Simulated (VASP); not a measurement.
A run of VASP 6.6.1 is set up as follows.

POSCAR

```
GaN
1.0
    0.0000000000      2.2489367676      2.2489367676
    2.2489367676      0.0000000000      2.2489367676
    2.2489367676      2.2489367676      0.0000000000
Ga N
1 1
Direct
    0.0000000000      0.0000000000      0.0000000000
    0.7500000000      0.7500000000      0.7500000000
```

File INCAR.step1:

```
SYSTEM = GaN
PREC     = Accurate       ! precision mode
ENCUT    = 520            ! plane-wave cutoff, eV
ISMEAR   = 0              ! smearing method
SIGMA    = 0.05           ! smearing width, eV
LREAL    = .FALSE.        ! projectors in reciprocal space
LASPH    = .TRUE.         ! aspherical terms in the spheres
NELM     = 80             ! most SCF steps
NBANDS   = 16             ! bands
GGA      = PE             ! functional
ALGO     = Normal         ! electronic algorithm
EDIFF    = 1E-4           ! SCF threshold, eV
LWAVE    = .TRUE.         ! write WAVECAR
LCHARG   = .FALSE.        ! write CHGCAR
```

File INCAR.step2:

```
SYSTEM = GaN
PREC     = Accurate       ! precision mode
ENCUT    = 520            ! plane-wave cutoff, eV
EDIFF    = 1E-7           ! SCF threshold, eV
ISMEAR   = 0              ! smearing method
SIGMA    = 0.05           ! smearing width, eV
LREAL    = .FALSE.        ! projectors in reciprocal space
LASPH    = .TRUE.         ! aspherical terms in the spheres
NELM     = 80             ! most SCF steps
ALGO     = Normal         ! electronic algorithm
ISIF     = 2              ! what is computed and relaxed
LWAVE    = .FALSE.        ! write WAVECAR
LCHARG   = .FALSE.        ! write CHGCAR
METAGGA  = R2SCAN         ! meta-GGA
LMIXTAU  = .TRUE.       
NBANDS   = 16             ! bands
ISTART   = 1
```

File KPOINTS:

```
Automatic mesh
0
G
  8 8 8
  0 0 0
```

Potentials or basis: VASP PAW PBE potentials, release 64 (Ga_d, N).

The run is started by

```sh
$ cat potpaw_PBE.64/Ga_d/POTCAR potpaw_PBE.64/N/POTCAR > POTCAR
$ cp INCAR.step1 INCAR
$ mpirun -np 1 vasp_std > vasp.out
$ cp INCAR.step2 INCAR
$ mpirun -np 1 vasp_std > vasp.out
```

Q: Predict the band gap on the k mesh.

A: 2.16 eV.

Q: Predict the pressure.

A: 1.1 GPa.

Caveat: the PAW data sets were made with another functional, which shifts forces and pressure a little.
